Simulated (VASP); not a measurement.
# Ba (Im-3m) in VASP: a series of runs

Runs on Ba. Level: LDA. Tasks: single point.

Program: VASP 6.6.1. These are calculated values, not measurements. Logs are shortened: lines on timing, memory, paths and dates and some standing lists are left out, and cuts for length are marked.

## Step 1: The cell of the first run

Symmetry: Im-3m, No. 229, cubic system. Conventional cell: a = 5.025 Å, b = 5.025 Å, c = 5.025 Å, α = 90.00°, β = 90.00°, γ = 90.00°. Within 5.7 Å of Ba (site symmetry m-3m) lie 14 Ba at 4.35 to 5.03 Å.

## Step 2: Single point, LDA

Contents of INCAR:

```
SYSTEM = Ba
PREC     = Accurate       ! precision mode
ENCUT    = 520            ! plane-wave cutoff, eV
EDIFF    = 1E-6           ! SCF threshold, eV
ISMEAR   = 0              ! smearing method
SIGMA    = 0.1            ! smearing width, eV
LREAL    = .False.        ! projectors in reciprocal space
LASPH    = .True.         ! aspherical terms in the spheres
NELM     = 100            ! most SCF steps
ALGO     = Fast           ! electronic algorithm
ISIF     = 2              ! what is computed and relaxed
LWAVE    = .False.        ! write WAVECAR
LCHARG   = .False.        ! write CHGCAR
NBANDS   = 11             ! bands
```

Contents of KPOINTS:

```
Automatic mesh
0
Gamma
  6 6 6
  0 0 0
```

Contents of POSCAR:

```
Ba
1.0
   -2.5125000000      2.5125000000      2.5125000000
    2.5125000000     -2.5125000000      2.5125000000
    2.5125000000      2.5125000000     -2.5125000000
Ba
1
Direct
    0.0000000000      0.0000000000      0.0000000000
```

Potentials or basis: VASP PAW LDA potentials, release 64 (Ba_sv).

The run is started by

```
cat potpaw_LDA.64/Ba_sv/POTCAR > POTCAR
mpirun -np 1 vasp_std > vasp.out
```

OUTCAR:

```text
SYSTEM = Ba
   PREC = Accurate
   ENCUT = 520
   EDIFF = 1E-6
   ISMEAR = 0
   LREAL = .False.
   LASPH = .True.
   NELM = 100
   ISIF = 2

 ion  position               nearest neighbor table
   1  0.000  0.000  0.000-

  LATTYP: Found a body centered cubic cell.
 ALAT       =     5.0250000000

  Lattice vectors:

 A1 = (  -2.5125000000,   2.5125000000,   2.5125000000)
 A2 = (   2.5125000000,  -2.5125000000,   2.5125000000)
 A3 = (   2.5125000000,   2.5125000000,  -2.5125000000)

Analysis of symmetry for initial positions (statically):
=====================================================================
 Subroutine PRICEL returns:
 Original cell was already a primitive cell.

 Routine SETGRP: Setting up the symmetry group for a
 body centered cubic supercell.

 Subroutine GETGRP returns: Found 48 space group operations
 (whereof 48 operations were pure point group operations)
 out of a pool of 48 trial point group operations.

The static configuration has the point symmetry O_h .

Analysis of symmetry for dynamics (positions and initial velocities):
=====================================================================
 Subroutine PRICEL returns:
 Original cell was already a primitive cell.

 Routine SETGRP: Setting up the symmetry group for a
 body centered cubic supercell.

 Subroutine GETGRP returns: Found 48 space group operations
 (whereof 48 operations were pure point group operations)
 out of a pool of 48 trial point group operations.

The dynamic configuration has the point symmetry O_h .

 Subroutine INISYM returns: Found 48 space group operations
 (whereof 48 operations are pure point group operations),
 and found     1 'primitive' translations

----------------------------------------------------------------------------------------

                                     Primitive cell

  volume of cell :      63.4422

  direct lattice vectors                    reciprocal lattice vectors
    -2.512500000  2.512500000  2.512500000     0.000000000  0.199004975  0.199004975
     2.512500000 -2.512500000  2.512500000     0.199004975  0.000000000  0.199004975
     2.512500000  2.512500000 -2.512500000     0.199004975  0.199004975  0.000000000

  length of vectors
     4.351777654  4.351777654  4.351777654     0.281435535  0.281435535  0.281435535

  position of ions in fractional coordinates (direct lattice)
[... 66 lines left out ...]
   ENCUT  =  520.0 eV  38.22 Ry    6.18 a.u.   8.09  8.09  8.09*2*pi/ulx,y,z
   NELM   =    100;   NELMIN=  2; NELMDL= -5     # of ELM steps
   EDIFF  = 0.1E-05   stopping-criterion for ELM
   LREAL  =      F    real-space projection
[... 7 lines left out ...]
   TEBEG  =    0.0;   TEEND  =   0.0 temperature during run
   PSTRESS=    0.0 pullay stress
   NELECT =      10.0000    total number of electrons
   NUPDOWN=      -1.0000    fix difference up-down
   EMIN   =  10.00;   EMAX   =-10.00  energy-range for DOS
   EFERMI =   0.00;   METHOD = LEGACY
   ISMEAR =     0;   SIGMA  =   0.10  broadening in eV -4-tet -1-fermi 0-gaus
   EFERMI_NEDOS =   21; number of points for ismear=-14 and -15
   IALGO  =     68    algorithm
   IMIX   =      4    mixing-type and parameters
     AMIX     =   0.40;   BMIX     =  1.00
     AMIX_MAG =   1.60;   BMIX_MAG =  1.00
  volume/ion in A,a.u.               =      63.44       428.13
  Fermi-wavevector in a.u.,A,eV,Ry     =   0.884332  1.671146 10.640347  0.782043
  Thomas-Fermi vector in A             =   2.005218
   LORBIT       =      0    0 simple, 1 ext, 2 COOP (PROOUT), +10 PAW based schemes
   GGA     = CA    functional components
   LHFCALC =     F    Hartree Fock is set to
   AEXX    =    0.0000 exact exchange contribution
   IVDW    =     0    specifies the selected vdW correction
   LEPSILON=     F    determine dielectric tensor
   LRPA    =     F    only Hartree local field effects (RPA)
 non-spin polarized calculation
 RMM-DIIS sequential band-by-band and
 Gauss-broadening in eV      SIGMA  =   0.10
  energy-cutoff  :      520.00
  volume of cell :       63.44
 maximum number of plane-waves:      1724
   NGX = 17   NGY = 17   NGZ = 17

 number of electron      10.0000000 magnetization

 Free energy of the ion-electron system (eV)
  ---------------------------------------------------
  ext. energy  EPLUGINS =         0.00000000
  ---------------------------------------------------
  free energy    TOTEN  =        -2.20234955 eV

  energy without entropy =       -2.19278010  energy(sigma->0) =       -2.19756482

 E-fermi :   1.4295     XC(G=0):  -7.5945

 val. band max:        1.3402214076   @ k =  -0.3333   0.5000   0.1667
 cond. band min:       1.4475645737   @ k =   0.3333   0.1667   0.1667
 fundamental gap:      0.1073431660
 Fermi energy:         1.4294691528

 k-point     1 :       0.0000    0.0000    0.0000
  band No.  band energies     occupation
      1     -27.4316      2.00000
      2     -12.3967      2.00000
      3     -12.3967      2.00000
      4     -12.3967      2.00000
      5      -1.3456      2.00000
      6       3.1474      0.00000
      7       3.1474      0.00000
      8       3.1474      0.00000
      9       4.5908      0.00000
     10       4.5908      0.00000
     11       8.3667      0.00000
[... 197 lines left out ...]
 k-point    16 :       0.5000    0.5000    0.5000
  band No.  band energies     occupation
      1     -27.3569      2.00000
      2     -12.7168      2.00000
      3     -12.7168      2.00000
      4     -12.7168      2.00000
      5       0.8799      2.00000
      6       0.8799      2.00000
      7       5.7317      0.00000
      8       5.7317      0.00000
      9       5.7328      0.00000
     10       6.0511      0.00000
     11       6.0511      0.00000

------------------------ aborting loop because EDIFF is reached ----------------------------------------

  FORCE on cell =-STRESS in cart. coord.  units (eV):
  Direction    XX          YY          ZZ          XY          YZ          ZX
  --------------------------------------------------------------------------------------
  -------------------------------------------------------------------------------------
  Total       -0.4730472     -0.4730472     -0.4730472     -0.0000000      0.0000000     -0.0000000
  in kB      -11.9463943    -11.9463943    -11.9463943     -0.0000000      0.0000000     -0.0000000
  external PRESSURE =     -11.9463943 kB  Pullay stress =       0.0000000 kB

 VOLUME and BASIS-vectors are now :
 -----------------------------------------------------------------------------
  energy-cutoff  :      520.00
  volume of cell :       63.44
      direct lattice vectors                 reciprocal lattice vectors
    -2.512500000  2.512500000  2.512500000     0.000000000  0.199004975  0.199004975
     2.512500000 -2.512500000  2.512500000     0.199004975  0.000000000  0.199004975
     2.512500000  2.512500000 -2.512500000     0.199004975  0.199004975  0.000000000

 POSITION                                       TOTAL-FORCE (eV/Angst)
 -----------------------------------------------------------------------------------
      0.00000      0.00000      0.00000         0.000000      0.000000      0.000000
 -----------------------------------------------------------------------------------
    total drift:                                0.000000     -0.000000     -0.000000

  FREE ENERGIE OF THE ION-ELECTRON SYSTEM (eV)
  ---------------------------------------------------
  free  energy   TOTEN  =        -2.2023495491 eV

  energy  without entropy=       -2.1927800953  energy(sigma->0) =       -2.19756482
```

OSZICAR:

```text
N       E                     dE             d eps       ncg     rms          rms(c)
DAV:   1     0.557953148657E+02    0.55795E+02   -0.41051E+03   352   0.738E+02
DAV:   2     0.674275379649E+00   -0.55121E+02   -0.53787E+02   414   0.137E+02
DAV:   3    -0.210589980811E+01   -0.27802E+01   -0.27675E+01   447   0.304E+01
DAV:   4    -0.220677651996E+01   -0.10088E+00   -0.10076E+00   493   0.510E+00
DAV:   5    -0.220753044113E+01   -0.75392E-03   -0.75390E-03   446   0.469E-01    0.165E+00
RMM:   6    -0.220407390158E+01    0.34565E-02   -0.27059E-03   375   0.518E-01    0.986E-01
RMM:   7    -0.220208373093E+01    0.19902E-02   -0.73101E-03   412   0.832E-01    0.380E-02
RMM:   8    -0.220232975019E+01   -0.24602E-03   -0.16842E-03   500   0.196E-01    0.293E-02
RMM:   9    -0.220234628350E+01   -0.16533E-04   -0.13314E-04   510   0.506E-02    0.202E-02
RMM:  10    -0.220234880158E+01   -0.25181E-05   -0.30231E-05   484   0.358E-02    0.391E-03
RMM:  11    -0.220234954911E+01   -0.74752E-06   -0.79294E-06   419   0.120E-02
   1 F= -.22023495E+01 E0= -.21975648E+01  d E =-.956945E-02
```

stdout:

```text
POSCAR found type information on POSCAR Ba
 POSCAR found :  1 types and       1 ions
 scaLAPACK will be used
 LDA part: xc-table for (Slater(with rela. corr.)+CA(PZ))
 , standard interpolation
 POSCAR, INCAR and KPOINTS ok, starting setup
 FFT: planning ... GRIDC
 FFT: planning ... GRID_SOFT
 FFT: planning ... GRID
 WAVECAR not read
 entering main loop
```

It took 12 s on 1 thread of Oxide Virtual Turin-like, shared host; peak memory 0.12 GiB.

What came out:

```
Free energy            : -2.2023 eV
Pressure               : -1.2 GPa
Band gap on the k mesh : zero (bands 5 and 6 overlap by 0.59 eV)
```

Caveat: spin-orbit coupling is left out, which moves the levels of the heavy elements.

## Step 3: Single point, LDA

This run uses another cell than the first one, of 53.82 Å³/atom.

Contents of INCAR:

```
ALGO = Fast
EDIFF = 1E-7
ENCUT = 520
ISIF = 2
ISMEAR = 0
LASPH = True
LCHARG = False
LREAL = False
LWAVE = False
NBANDS = 11
NELM = 100
PREC = Accurate
SIGMA = 0.1
```

Contents of KPOINTS:

```
k-points
0
Gamma
  16 16 16
```

Contents of POSCAR:

```
Ba
1.0
   -2.3784668516      2.3784668516      2.3784668516
    2.3784668516     -2.3784668516      2.3784668516
    2.3784668516      2.3784668516     -2.3784668516
Ba
1
Direct
    0.0000000000      0.0000000000      0.0000000000
```

Potentials or basis: VASP PAW LDA potentials, release 64 (Ba_sv).

The run is started by

```
cat potpaw_LDA.64/Ba_sv/POTCAR > POTCAR
mpirun -np 1 vasp_std > vasp.out
```

It took 52 s on 1 thread of Oxide Virtual Turin-like, shared host; peak memory 0.18 GiB.

Results (log left out):

| Quantity | Value |
| --- | --- |
| Free energy | -2.2524 eV |
| Pressure | 0.1 GPa |
| Band gap on the k mesh | zero (bands 5 and 6 overlap by 1.46 eV) |

Levels at points of the mesh, in eV from the Fermi level:
| k point | band 3 | band 4 | band 5 | band 6 | band 7 | band 8 |
| --- | --- | --- | --- | --- | --- | --- |
| (0.00, 0.00, 0.00) | -13.41 | -13.41 | -2.80 | 1.94 | 1.94 | 1.94 |
| (0.50, 0.00, 0.00) | -13.65 | -13.42 | -1.02 | 0.61 | 1.88 | 3.63 |
| (0.50, 0.50, 0.50) | -13.93 | -13.93 | -0.77 | -0.77 | 5.21 | 5.21 |

Caveat: spin-orbit coupling is left out, which moves the levels of the heavy elements.

## Step 4: Single point, LDA

This run uses another cell than the first one, of 53.82 Å³/atom.

Contents of INCAR:

```
SYSTEM = Ba
ALGO = Normal ; EDIFF = 1E-7
ENCUT = 520 ; GGA = CA
ISIF = 2 ; ISMEAR = 0
LASPH = .TRUE. ; LCHARG = .FALSE.
LREAL = .FALSE. ; LWAVE = .FALSE.
NBANDS = 11 ; NELM = 100
PREC = Accurate ; SIGMA = 0.1
```

Contents of KPOINTS:

```
k-points
0
G
  18 18 18
  0 0 0
```

POSCAR is that of step 3.

Potentials or basis: VASP PAW LDA potentials, release 64 (Ba_sv).

The run is started by

```
cat potpaw_LDA.64/Ba_sv/POTCAR > POTCAR
mpirun -np 1 vasp_std > vasp.out
```

OUTCAR:

```text
SYSTEM = Ba
   EDIFF = 1E-7
   ENCUT = 520
   GGA = CA
   ISIF = 2
   ISMEAR = 0
   LASPH = .TRUE.
   LREAL = .FALSE.
   NELM = 100
   PREC = Accurate

 ion  position               nearest neighbor table
   1  0.000  0.000  0.000-

  LATTYP: Found a body centered cubic cell.
 ALAT       =     4.7569337032

  Lattice vectors:

 A1 = (  -2.3784668516,   2.3784668516,   2.3784668516)
 A2 = (   2.3784668516,  -2.3784668516,   2.3784668516)
 A3 = (   2.3784668516,   2.3784668516,  -2.3784668516)

Analysis of symmetry for initial positions (statically):
=====================================================================
 Subroutine PRICEL returns:
 Original cell was already a primitive cell.

 Routine SETGRP: Setting up the symmetry group for a
 body centered cubic supercell.

 Subroutine GETGRP returns: Found 48 space group operations
 (whereof 48 operations were pure point group operations)
 out of a pool of 48 trial point group operations.

The static configuration has the point symmetry O_h .

Analysis of symmetry for dynamics (positions and initial velocities):
=====================================================================
 Subroutine PRICEL returns:
 Original cell was already a primitive cell.

 Routine SETGRP: Setting up the symmetry group for a
 body centered cubic supercell.

 Subroutine GETGRP returns: Found 48 space group operations
 (whereof 48 operations were pure point group operations)
 out of a pool of 48 trial point group operations.

The dynamic configuration has the point symmetry O_h .

 Subroutine INISYM returns: Found 48 space group operations
 (whereof 48 operations are pure point group operations),
 and found     1 'primitive' translations

----------------------------------------------------------------------------------------

[... 114 lines left out ...]
   LORBIT       =      0    0 simple, 1 ext, 2 COOP (PROOUT), +10 PAW based schemes
   GGA     = CA    functional components
   LHFCALC =     F    Hartree Fock is set to
   AEXX    =    0.0000 exact exchange contribution
   IVDW    =     0    specifies the selected vdW correction
   LEPSILON=     F    determine dielectric tensor
   LRPA    =     F    only Hartree local field effects (RPA)
 non-spin polarized calculation
 Gauss-broadening in eV      SIGMA  =   0.10
  energy-cutoff  :      520.00
  volume of cell :       53.82
 maximum number of plane-waves:      1481
   NGX = 15   NGY = 15   NGZ = 15

 number of electron      10.0000000 magnetization

 number of electron       9.9999999 magnetization

 Free energy of the ion-electron system (eV)
  ---------------------------------------------------
  ext. energy  EPLUGINS =         0.00000000
  ---------------------------------------------------
  free energy    TOTEN  =        -2.25289398 eV

  energy without entropy =       -2.24762050  energy(sigma->0) =       -2.25025724

 E-fermi :   1.9653     XC(G=0):  -8.1453

 val. band max:        1.9595690127   @ k =   0.2778   0.2778   0.0556
 cond. band min:       1.9654287285   @ k =   0.2222   0.2222   0.1111
 fundamental gap:      0.0058597158
 Fermi energy:         1.9653215843

 k-point     1 :       0.0000    0.0000    0.0000
  band No.  band energies     occupation
      1     -26.6012      2.00000
      2     -11.4398      2.00000
      3     -11.4398      2.00000
      4     -11.4398      2.00000
      5      -0.8281      2.00000
      6       3.9059      0.00000
      7       3.9059      0.00000
      8       3.9059      0.00000
      9       5.5969      0.00000
     10       5.5969      0.00000
     11       9.4132      0.00000
[... 309 lines left out ...]
 k-point    24 :       0.3889    0.1111   -0.0000
  band No.  band energies     occupation
      1     -26.5144      2.00000
      2     -12.1588      2.00000
      3     -11.7033      2.00000
      4     -11.4815      2.00000
      5       1.1627      2.00000
      6       2.6300      0.00000
      7       3.4753      0.00000
      8       5.4668      0.00000
      9       6.2979      0.00000
     10       7.8842      0.00000
     11       8.8173      0.00000

 [... further k-points ...]

------------------------ aborting loop because EDIFF is reached ----------------------------------------

  FORCE on cell =-STRESS in cart. coord.  units (eV):
  Direction    XX          YY          ZZ          XY          YZ          ZX
  --------------------------------------------------------------------------------------
  -------------------------------------------------------------------------------------
  Total        0.0285461      0.0285461      0.0285461      0.0000000      0.0000000     -0.0000000
  in kB        0.8497798      0.8497798      0.8497798      0.0000000      0.0000000     -0.0000000
  external PRESSURE =       0.8497798 kB  Pullay stress =       0.0000000 kB

 VOLUME and BASIS-vectors are now :
 -----------------------------------------------------------------------------
  energy-cutoff  :      520.00
  volume of cell :       53.82
      direct lattice vectors                 reciprocal lattice vectors
    -2.378466852  2.378466852  2.378466852     0.000000000  0.210219453  0.210219453
     2.378466852 -2.378466852  2.378466852     0.210219453  0.000000000  0.210219453
     2.378466852  2.378466852 -2.378466852     0.210219453  0.210219453  0.000000000

 POSITION                                       TOTAL-FORCE (eV/Angst)
 -----------------------------------------------------------------------------------
      0.00000      0.00000      0.00000        -0.000000     -0.000000     -0.000000
 -----------------------------------------------------------------------------------
    total drift:                                0.000000      0.000000      0.000000

  FREE ENERGIE OF THE ION-ELECTRON SYSTEM (eV)
  ---------------------------------------------------
  free  energy   TOTEN  =        -2.2528939788 eV

  energy  without entropy=       -2.2476204953  energy(sigma->0) =       -2.25025724
```

OSZICAR:

```text
N       E                     dE             d eps       ncg     rms          rms(c)
DAV:   1     0.504249916916E+02    0.50425E+02   -0.44196E+03  4290   0.768E+02
DAV:   2     0.166038729917E+00   -0.50259E+02   -0.48753E+02  5131   0.137E+02
DAV:   3    -0.218513957661E+01   -0.23512E+01   -0.23326E+01  5417   0.296E+01
DAV:   4    -0.226219333622E+01   -0.77054E-01   -0.76963E-01  5646   0.492E+00
DAV:   5    -0.226459184144E+01   -0.23985E-02   -0.23983E-02  5728   0.682E-01    0.205E+00
DAV:   6    -0.225699966268E+01    0.75922E-02   -0.59524E-03  5904   0.636E-01    0.119E+00
DAV:   7    -0.225284553780E+01    0.41541E-02   -0.87847E-03  6243   0.775E-01    0.616E-02
DAV:   8    -0.225289215706E+01   -0.46619E-04   -0.14541E-04  5250   0.686E-02    0.974E-03
DAV:   9    -0.225289427953E+01   -0.21225E-05   -0.60449E-06  5944   0.131E-02    0.246E-03
DAV:  10    -0.225289396356E+01    0.31597E-06   -0.38898E-07  5254   0.356E-03    0.119E-03
DAV:  11    -0.225289397877E+01   -0.15209E-07   -0.17237E-08  3095   0.883E-04
   1 F= -.22528940E+01 E0= -.22502572E+01  d E =-.527348E-02
```

stdout:

```text
POSCAR found type information on POSCAR Ba
 POSCAR found :  1 types and       1 ions
 scaLAPACK will be used
 LDA part: xc-table for (Slater(with rela. corr.)+CA(PZ))
 , standard interpolation
 POSCAR, INCAR and KPOINTS ok, starting setup
 FFT: planning ... GRIDC
 FFT: planning ... GRID_SOFT
 FFT: planning ... GRID
 WAVECAR not read
 entering main loop
```

It took 36 s on 1 thread of Oxide Virtual Turin-like, shared host; peak memory 0.2 GiB.

What came out:

```yaml
Free_energy: -2.2529 eV
Pressure: 0.1 GPa
Band_gap_on_the_k_mesh: zero (bands 5 and 6 overlap by 1.38 eV)
```

Levels at points of the mesh, in eV from the Fermi level:
| k point | band 3 | band 4 | band 5 | band 6 | band 7 | band 8 |
| --- | --- | --- | --- | --- | --- | --- |
| (0.00, 0.00, 0.00) | -13.41 | -13.41 | -2.79 | 1.94 | 1.94 | 1.94 |
| (0.50, 0.00, 0.00) | -13.65 | -13.41 | -1.01 | 0.61 | 1.89 | 3.64 |
| (0.50, 0.50, 0.50) | -13.93 | -13.93 | -0.77 | -0.77 | 5.21 | 5.21 |

Caveat: spin-orbit coupling is left out, which moves the levels of the heavy elements.

## Step 5: The runs side by side

| cell | k mesh | gap on the mesh (eV) | pressure (GPa) |
| --- | --- | --- | --- |
| a = 4.352 Å, angles 109.5°, 1 atom | 6 × 6 × 6 | none | -1.2 |
| a = 4.120 Å, angles 109.5°, 1 atom | 16 × 16 × 16 | none | 0.1 |
| a = 4.120 Å, angles 109.5°, 1 atom | 18 × 18 × 18 | none | 0.1 |

Alike in all rows: task single point; level LDA; potentials or basis VASP PAW LDA potentials, release 64 (Ba_sv); no spin polarisation; cutoff (eV) 520; smearing gaussian 0.1 eV.

Caveats: spin-orbit coupling is left out, which moves the levels of the heavy elements.

Absolute energies hang on the potentials; compare differences alone.

The gap in the log of VASP goes by the Fermi energy; the results here count the filled bands.